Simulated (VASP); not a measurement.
Input of a VASP 6.6.1 run:

File POSCAR:

```
HfO2
1.0
    0.0000000000      2.4952089600      2.4952089600
    2.4952089600      0.0000000000      2.4952089600
    2.4952089600      2.4952089600      0.0000000000
Hf O
1 2
Direct
    0.0000000000      0.0000000000      0.0000000000
    0.2500000000      0.2500000000      0.2500000000
    0.7500000000      0.7500000000      0.7500000000
```

INCAR.step1

```
ALGO     = Normal         # electronic algorithm
EDIFF    = 1E-4           # SCF threshold, eV
ENCUT    = 520            # plane-wave cutoff, eV
GGA      = PE             # functional
ISMEAR   = -1             # smearing method
LASPH    = True           # aspherical terms in the spheres
LCHARG   = False          # write CHGCAR
LREAL    = False          # projectors in reciprocal space
LWAVE    = True           # write WAVECAR
NELM     = 100            # most SCF steps
PREC     = Accurate       # precision mode
SIGMA    = 0.02           # smearing width, eV
```

The input INCAR.step2:

```
ALGO     = Normal         # electronic algorithm
EDIFF    = 1E-6           # SCF threshold, eV
EDIFFG   = -0.01          # ionic threshold
ENCUT    = 520            # plane-wave cutoff, eV
IBRION   = 2              # ionic algorithm
ISIF     = 2              # what is computed and relaxed
ISMEAR   = -1             # smearing method
ISTART   = 1            
LASPH    = True           # aspherical terms in the spheres
LCHARG   = False          # write CHGCAR
LMIXTAU  = True         
LREAL    = False          # projectors in reciprocal space
LWAVE    = False          # write WAVECAR
METAGGA  = R2SCAN         # meta-GGA
NELM     = 100            # most SCF steps
NSW      = 50             # ionic steps
PREC     = Accurate       # precision mode
SIGMA    = 0.02           # smearing width, eV
```

The input KPOINTS:

```
k-points
0
Gamma
  10 10 10
```

Potentials or basis: VASP PAW PBE potentials, release 64 (Hf_pv, O).

Command:

```bash
$ cat potpaw_PBE.64/Hf_pv/POTCAR potpaw_PBE.64/O/POTCAR > POTCAR
$ cp INCAR.step1 INCAR
$ mpirun -np 1 vasp_std > vasp.out
$ cp INCAR.step2 INCAR
$ mpirun -np 1 vasp_std > vasp.out
```

(1) What does it give for the band gap on the k mesh?

Answers

(1) 4.44 eV, direct.

Caveat: the relaxation stopped at its first step, so nothing moved; spin-orbit coupling is left out, which moves the levels of the heavy elements.
